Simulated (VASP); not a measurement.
# Y (Fm-3m) in VASP: further runs, part 2 of 2

VASP 6.6.1. The steps go on from the part before.

### Step 3. Single point, PBEsol

This run uses another cell than the first one, of 30.88 Å³/atom.

INCAR reads:

```
SYSTEM = Y
ALGO     = Normal         ! electronic algorithm
EDIFF    = 1E-6           ! SCF threshold, eV
ENCUT    = 500            ! plane-wave cutoff, eV
GGA      = PS             ! functional
GGA_COMPAT= .FALSE.      
ISIF     = 2              ! what is computed and relaxed
ISMEAR   = -1             ! smearing method
LASPH    = .TRUE.         ! aspherical terms in the spheres
LCHARG   = .TRUE.         ! write CHGCAR
LELF     = .TRUE.         ! ELF
LREAL    = .FALSE.        ! projectors in reciprocal space
LVHAR    = .TRUE.       
LWAVE    = .FALSE.        ! write WAVECAR
NBANDS   = 12             ! bands
NELM     = 120            ! most SCF steps
PREC     = Accurate       ! precision mode
SIGMA    = 0.1            ! smearing width, eV
```

KPOINTS reads:

```
k-points
0
G
  8 8 8
  0 0 0
```

POSCAR reads:

```
Y
1.0
    0.0000000000      2.4900302679      2.4900302679
    2.4900302679      0.0000000000      2.4900302679
    2.4900302679      2.4900302679      0.0000000000
Y
1
Direct
    0.0000000000      0.0000000000      0.0000000000
```

Potentials or basis: VASP PAW PBE potentials, release 64 (Y_sv).

Command:

```bash
$ cat potpaw_PBE.64/Y_sv/POTCAR > POTCAR
$ mpirun -np 1 vasp_std > vasp.out
```

OUTCAR:

```text
SYSTEM = Y
   EDIFF = 1E-6
   ENCUT = 500
   GGA = PS
   ISIF = 2
   ISMEAR = -1
   LASPH = .TRUE.
   LREAL = .FALSE.
   NELM = 120
   PREC = Accurate

 ion  position               nearest neighbor table
   1  0.000  0.000  0.000-

  LATTYP: Found a face centered cubic cell.
 ALAT       =     4.9800605358

  Lattice vectors:

 A1 = (   0.0000000000,   2.4900302679,   2.4900302679)
 A2 = (   2.4900302679,   0.0000000000,   2.4900302679)
 A3 = (   2.4900302679,   2.4900302679,   0.0000000000)

Analysis of symmetry for initial positions (statically):
=====================================================================
 Subroutine PRICEL returns:
 Original cell was already a primitive cell.

 Routine SETGRP: Setting up the symmetry group for a
 face centered cubic supercell.

 Subroutine GETGRP returns: Found 48 space group operations
 (whereof 48 operations were pure point group operations)
 out of a pool of 48 trial point group operations.

The static configuration has the point symmetry O_h .

Analysis of symmetry for dynamics (positions and initial velocities):
=====================================================================
 Subroutine PRICEL returns:
 Original cell was already a primitive cell.

 Routine SETGRP: Setting up the symmetry group for a
 face centered cubic supercell.

 Subroutine GETGRP returns: Found 48 space group operations
 (whereof 48 operations were pure point group operations)
 out of a pool of 48 trial point group operations.

The dynamic configuration has the point symmetry O_h .

 Subroutine INISYM returns: Found 48 space group operations
 (whereof 48 operations are pure point group operations),
 and found     1 'primitive' translations

----------------------------------------------------------------------------------------
[... 114 lines left out ...]
  Thomas-Fermi vector in A             =   2.297115
   LORBIT       =      0    0 simple, 1 ext, 2 COOP (PROOUT), +10 PAW based schemes
   GGA     = PS    functional components
   LHFCALC =     F    Hartree Fock is set to
   AEXX    =    0.0000 exact exchange contribution
   IVDW    =     0    specifies the selected vdW correction
   LEPSILON=     F    determine dielectric tensor
   LRPA    =     F    only Hartree local field effects (RPA)
 non-spin polarized calculation
  energy-cutoff  :      500.00
  volume of cell :       30.88
 maximum number of plane-waves:       817
 NGX is ok and might be reduce to    28
   NGX = 13   NGY = 13   NGZ = 13

 number of electron      10.9999999 magnetization

 Free energy of the ion-electron system (eV)
  ---------------------------------------------------
  ext. energy  EPLUGINS =         0.00000000
  ---------------------------------------------------
  free energy    TOTEN  =        -6.82752787 eV

  energy without entropy =       -6.78092516  energy(sigma->0) =       -6.80422652

 E-fermi :   3.2254     XC(G=0):  -9.7757

 val. band max:        3.0951631847   @ k =  -0.3750   0.2500   0.1250
 cond. band min:       3.2826880610   @ k =   0.5000   0.2500   0.1250
 fundamental gap:      0.1875248763
 Fermi energy:         3.2254405291

 k-point     1 :       0.0000    0.0000    0.0000
  band No.  band energies     occupation
      1     -39.2275      2.00000
      2     -18.9004      2.00000
      3     -18.9004      2.00000
      4     -18.9004      2.00000
      5      -1.6119      2.00000
      6       5.0681      0.00000
      7       5.0681      0.00000
      8       5.0681      0.00000
      9       7.2135      0.00000
     10       7.2135      0.00000
     11      12.3707      0.00000
     12      15.7813      0.00000
[... 331 lines left out ...]
 k-point    24 :      -0.3750    0.2500    0.1250
  band No.  band energies     occupation
      1     -39.1311      2.00000
      2     -19.4885      2.00000
      3     -19.1697      2.00000
      4     -19.0459      2.00000
      5       2.1764      1.99994
      6       3.0952      1.57260
      7       4.1361      0.00022
      8       5.7648      0.00000
      9       8.3541      0.00000
     10       9.8101      0.00000
     11      10.7388      0.00000
     12      14.3628      0.00000

 [... further k-points ...]

------------------------ aborting loop because EDIFF is reached ----------------------------------------

  FORCE on cell =-STRESS in cart. coord.  units (eV):
  Direction    XX          YY          ZZ          XY          YZ          ZX
  --------------------------------------------------------------------------------------
  -------------------------------------------------------------------------------------
  Total       -0.0212990     -0.0212990     -0.0212990      0.0000000     -0.0000000      0.0000000
  in kB       -1.1051605     -1.1051605     -1.1051605      0.0000000     -0.0000000      0.0000000
  external PRESSURE =      -1.1051605 kB  Pullay stress =       0.0000000 kB

 VOLUME and BASIS-vectors are now :
 -----------------------------------------------------------------------------
  energy-cutoff  :      500.00
  volume of cell :       30.88
      direct lattice vectors                 reciprocal lattice vectors
     0.000000000  2.490030268  2.490030268    -0.200800772  0.200800772  0.200800772
     2.490030268  0.000000000  2.490030268     0.200800772 -0.200800772  0.200800772
     2.490030268  2.490030268  0.000000000     0.200800772  0.200800772 -0.200800772

 POSITION                                       TOTAL-FORCE (eV/Angst)
 -----------------------------------------------------------------------------------
      0.00000      0.00000      0.00000         0.000000      0.000000      0.000000
 -----------------------------------------------------------------------------------
    total drift:                               -0.000000     -0.000000     -0.000000

  FREE ENERGIE OF THE ION-ELECTRON SYSTEM (eV)
  ---------------------------------------------------
  free  energy   TOTEN  =        -6.8275278738 eV

  energy  without entropy=       -6.7809251577  energy(sigma->0) =       -6.80422652
```

OSZICAR:

```text
N       E                     dE             d eps       ncg     rms          rms(c)
DAV:   1     0.243663773582E+02    0.24366E+02   -0.56228E+03   704   0.819E+02
DAV:   2    -0.575011070738E+01   -0.30116E+02   -0.29199E+02   852   0.164E+02
DAV:   3    -0.700061848692E+01   -0.12505E+01   -0.12340E+01   960   0.221E+01
DAV:   4    -0.702981368692E+01   -0.29195E-01   -0.29180E-01   812   0.316E+00
DAV:   5    -0.703035885076E+01   -0.54516E-03   -0.54516E-03   908   0.343E-01    0.229E+01
DAV:   6    -0.686074097614E+01    0.16962E+00   -0.20503E-01   760   0.298E+00    0.140E+01
DAV:   7    -0.683181679861E+01    0.28924E-01   -0.29365E-01   804   0.355E+00    0.127E+00
DAV:   8    -0.682765316728E+01    0.41636E-02   -0.35259E-02   808   0.146E+00    0.232E-01
DAV:   9    -0.682753754206E+01    0.11563E-03   -0.78932E-04   816   0.228E-01    0.689E-02
DAV:  10    -0.682752730190E+01    0.10240E-04   -0.91553E-05   800   0.852E-02    0.257E-02
DAV:  11    -0.682752898267E+01   -0.16808E-05   -0.11750E-05   804   0.280E-02    0.201E-02
DAV:  12    -0.682752798141E+01    0.10013E-05   -0.17194E-06   756   0.113E-02    0.445E-03
DAV:  13    -0.682752787379E+01    0.10762E-06   -0.11470E-07   444   0.267E-03
   1 F= -.68275279E+01 E0= -.68042265E+01  d E =-.466027E-01
```

Wall time 13 s (1 thread of Intel Xeon Platinum 8259CL at 2.50GHz (Skylake/Cascade Lake), shared host); peak memory 0.17 GiB.

What came out:

```yaml
Free_energy: -6.8275 eV
Pressure: -0.1 GPa
Band_gap_on_the_k_mesh: zero (an odd number of electrons rules out a gap without spin polarisation)
```

Levels at points of the mesh, in eV from the Fermi level:
| k point | band 2 | band 3 | band 4 | band 5 | band 6 | band 7 | band 8 | band 9 |
| --- | --- | --- | --- | --- | --- | --- | --- | --- |
| (0.00, 0.00, 0.00) | -22.13 | -22.13 | -22.13 | -4.84 | 1.84 | 1.84 | 1.84 | 3.99 |
| (0.50, 0.00, 0.00) | -22.81 | -22.21 | -22.21 | -2.05 | 0.80 | 1.66 | 1.66 | 5.56 |
| (0.50, 0.50, 0.00) | -22.76 | -22.37 | -22.37 | -1.86 | -0.97 | 2.33 | 5.57 | 6.01 |

Caveat: the PAW data sets were made with another functional, which shifts forces and pressure a little.

### Step 4. Relaxation of cell and atoms, PBEsol

This run uses another cell than the first one, of 32.97 Å³/atom.

INCAR reads:

```
PREC = Accurate
ENCUT = 500
EDIFF = 1E-7
ISMEAR = -1
SIGMA = 0.1
LREAL = False
LASPH = True
NELM = 120
ALGO = Normal
ISIF = 3
LWAVE = False
LCHARG = False
GGA = PS
IBRION = 2
NSW = 80
EDIFFG = -0.02
GGA_COMPAT = False
NELMIN = 4
```

KPOINTS reads:

```
regular mesh
0
Gamma
  8 8 8
```

POSCAR reads:

```
Y
1.0
    0.0000000000      2.5450000000      2.5450000000
    2.5450000000      0.0000000000      2.5450000000
    2.5450000000      2.5450000000      0.0000000000
Y
1
Direct
    0.0000000000      0.0000000000      0.0000000000
```

Command:

```bash
$ cat potpaw_PBE.64/Y_sv/POTCAR > POTCAR
$ mpirun -np 1 vasp_std > vasp.out
```

It took 31 s on 1 thread of Intel Xeon Platinum 8259CL at 2.50GHz (Skylake/Cascade Lake), shared host; peak memory 0.18 GiB.

The run converged. Its results:

```yaml
Free_energy: -6.8277 eV
Relaxed_volume: 30.80 Å³/atom
Relaxed_cell: a = 3.518 Å, b = 3.518 Å, c = 3.518 Å, α = 60.00°, β = 60.00°, γ = 60.00°
Space_group_after_relaxing_to_0.1_Å: Fm-3m (No. 225)
Energy_gained_by_relaxing: 18.0 meV/atom
Ionic_steps: 3
Pressure_after_relaxing: 0.0 GPa
Band_gap_on_the_k_mesh: zero (an odd number of electrons rules out a gap without spin polarisation)
```

The path:
```tsv
step	energy change (eV)	largest force (eV/Å)	pressure (GPa)	volume (Å³)
1	0.0000	0.0000	-2.52	32.97
2	-0.0177	0.0000	0.34	30.55
3	-0.0180	0.0000	0.00	30.80
```

Final structure:
```cif
data_structure
_symmetry_space_group_name_H-M 'P 1'
_symmetry_Int_Tables_number 1
_cell_length_a 3.5183
_cell_length_b 3.5183
_cell_length_c 3.5183
_cell_angle_alpha 60.000
_cell_angle_beta 60.000
_cell_angle_gamma 60.000
_cell_volume 30.80
loop_
_atom_site_label
_atom_site_type_symbol
_atom_site_fract_x
_atom_site_fract_y
_atom_site_fract_z
_atom_site_occupancy
Y1 Y 0.00000 0.00000 0.00000 1
```

Levels at points of the mesh, in eV from the Fermi level:
| k point | band 2 | band 3 | band 4 | band 5 | band 6 | band 7 | band 8 | band 9 |
| --- | --- | --- | --- | --- | --- | --- | --- | --- |
| (0.00, 0.00, 0.00) | -22.12 | -22.12 | -22.12 | -4.84 | 1.85 | 1.85 | 1.85 | 4.00 |
| (0.50, 0.00, 0.00) | -22.81 | -22.21 | -22.21 | -2.05 | 0.81 | 1.66 | 1.66 | 5.57 |
| (0.50, 0.50, 0.00) | -22.76 | -22.36 | -22.36 | -1.87 | -0.97 | 2.35 | 5.58 | 6.03 |

Caveat: the PAW data sets were made with another functional, which shifts forces and pressure a little.

### Step 5. Relaxation of cell and atoms, PBEsol, target pressure 5 GPa, at which the enthalpy is minimised

This run uses another cell than the first one, of 32.97 Å³/atom.

INCAR reads:

```
SYSTEM = Y
PREC = Accurate
ENCUT = 500
EDIFF = 1E-7
ISMEAR = -1
SIGMA = 0.1
LREAL = .FALSE.
LASPH = .TRUE.
NELM = 120
ALGO = Normal
ISIF = 3
LWAVE = .FALSE.
LCHARG = .FALSE.
GGA = PS
IBRION = 2
NSW = 80
EDIFFG = -0.02
PSTRESS = 50.0
GGA_COMPAT = .FALSE.
NELMIN = 4
```

KPOINTS reads:

```
regular mesh
0
G
  8 8 8
  0 0 0
```

POSCAR is that of step 4.

Potentials or basis: VASP PAW PBE potentials, release 64 (Y_sv).

Command:

```bash
$ cat potpaw_PBE.64/Y_sv/POTCAR > POTCAR
$ mpirun -np 1 vasp_std > vasp.out
```

OUTCAR:

```text
SYSTEM = Y
   PREC = Accurate
   ENCUT = 500
   EDIFF = 1E-7
   ISMEAR = -1
   LREAL = .FALSE.
   LASPH = .TRUE.
   NELM = 120
   ISIF = 3
   GGA = PS
   IBRION = 2
   NSW = 80
   EDIFFG = -0.02
   PSTRESS = 50.0
   NELMIN = 4

 ion  position               nearest neighbor table
   1  0.000  0.000  0.000-

  LATTYP: Found a face centered cubic cell.
 ALAT       =     5.0900000000

  Lattice vectors:

 A1 = (   0.0000000000,   2.5450000000,   2.5450000000)
 A2 = (   2.5450000000,   0.0000000000,   2.5450000000)
 A3 = (   2.5450000000,   2.5450000000,   0.0000000000)

Analysis of symmetry for initial positions (statically):
=====================================================================
 Subroutine PRICEL returns:
 Original cell was already a primitive cell.

[... 172 lines left out ...]
 val. band max:        2.7926622862   @ k =  -0.2500   0.3750   0.1250
 cond. band min:       2.9621781713   @ k =   0.5000   0.2500   0.1250
 fundamental gap:      0.1695158850
 Fermi energy:         2.9128190704

 k-point     1 :       0.0000    0.0000    0.0000
  band No.  band energies     occupation
      1     -39.7053      2.00000
      2     -19.4295      2.00000
      3     -19.4295      2.00000
      4     -19.4295      2.00000
      5      -1.8316      2.00000
      6       4.6801      0.00000
      7       4.6801      0.00000
      8       4.6801      0.00000
      9       6.6590      0.00000
[... 349 lines left out ...]
--------------------------------------- Ionic step        3  -------------------------------------------

 number of electron      10.9999999 magnetization

 Free energy of the ion-electron system (eV)
  ---------------------------------------------------
  ext. energy  EPLUGINS =         0.00000000
  ---------------------------------------------------
  free energy    TOTEN  =        -6.78394299 eV

  energy without entropy =       -6.74331713  energy(sigma->0) =       -6.76363006

 E-fermi :   3.7512     XC(G=0): -10.2059

 val. band max:        3.6448467199   @ k =  -0.3750   0.2500   0.1250
 cond. band min:       3.7775823821   @ k =   0.2500   0.2500   0.0000
 fundamental gap:      0.1327356622
 Fermi energy:         3.7512416506

 k-point     1 :       0.0000    0.0000    0.0000
  band No.  band energies     occupation
      1     -38.4650      2.00000
      2     -18.0231      2.00000
      3     -18.0231      2.00000
      4     -18.0231      2.00000
      5      -1.2016      2.00000
      6       5.7082      0.00000
      7       5.7082      0.00000
      8       5.7082      0.00000
      9       8.1422      0.00000
[... 308 lines left out ...]
  energy  without entropy=       -6.7433171272  energy(sigma->0) =       -6.76363006

  enthalpy is  TOTEN    =        -5.9163150770 eV   P V=        0.8676279141

 reached required accuracy - stopping structural energy minimisation
```

CONTCAR:

```text
Y
   1.00000000000000
     0.0000000000000000    2.4044441814775612    2.4044441814775612
     2.4044441814775612   -0.0000000000000000    2.4044441814775612
     2.4044441814775612    2.4044441814775612   -0.0000000000000000
  Y
     1
Direct
     0.0000000000000000    0.0000000000000000    0.0000000000000000

  0.00000000E+00  0.00000000E+00  0.00000000E+00
```

Wall time 46 s (1 thread of Intel Xeon Platinum 8259CL at 2.50GHz (Skylake/Cascade Lake), shared host); peak memory 0.18 GiB.

Results:

```
Free energy                                                : -6.7839 eV
Relaxed volume                                             : 27.80 Å³/atom
Relaxed cell                                               : a = 3.400 Å, b = 3.400 Å, c = 3.400 Å, α = 60.00°, β = 60.00°, γ = 60.00°
Space group after relaxing (to 0.1 Å)                      : Fm-3m (No. 225)
Energy change on relaxing (the run minimises the enthalpy) : +25.8 meV/atom
Ionic steps                                                : 3
Pressure after relaxing                                    : 5.0 GPa
Band gap on the k mesh                                     : zero (an odd number of electrons rules out a gap without spin polarisation)
```

Step by step:
```csv
step,energy change (eV),largest force (eV/Å),pressure (GPa),volume (Å³)
1,0.0000,0.0000,-2.52,32.97
2,0.0983,0.0000,8.93,26.12
3,0.0258,0.0000,5.03,27.80
```

Final structure:
```yaml
crystal:
  lattice:
    - [0.00000, 2.40444, 2.40444]
    - [2.40444, 0.00000, 2.40444]
    - [2.40444, 2.40444, 0.00000]
  atoms:
    - { symbol: Y, position: [0.00000, 0.00000, 0.00000] }
```

Caveat: the cell is relaxed towards a set pressure, so the run minimises the enthalpy, not the energy; the volume moved by over 15 % at a fixed basis, so the end points are rough; the PAW data sets were made with another functional, which shifts forces and pressure a little.

### Step 6. Summary

| task | cell | gap on the mesh (eV) | pressure (GPa) |
| --- | --- | --- | --- |
| single point | a = 3.405 Å, angles 60.0°, 1 atom | none | 4.8 |
| single point | a = 3.521 Å, angles 60.0°, 1 atom | none | -0.1 |
| relaxation of cell and atoms | relaxed from a = 3.599 Å, angles 60.0°, 1 atom | none | 0.0 |
| relaxation of cell and atoms | relaxed to 5 GPa from a = 3.599 Å, angles 60.0°, 1 atom | none | 5.0 |

Alike in all rows: level PBEsol; potentials or basis VASP PAW PBE potentials, release 64 (Y_sv); no spin polarisation; k mesh 8 × 8 × 8; cutoff (eV) 500; smearing fermi-dirac 0.1 eV.

Caveats: the PAW data sets were made with another functional, which shifts forces and pressure a little; the cell stands under pressure (at least some runs); the cell is relaxed towards a set pressure, so the run minimises the enthalpy, not the energy (at least some runs); the volume moved by over 15 % at a fixed basis, so the end points are rough (at least some runs).

Absolute energies hang on the potentials; compare differences alone.
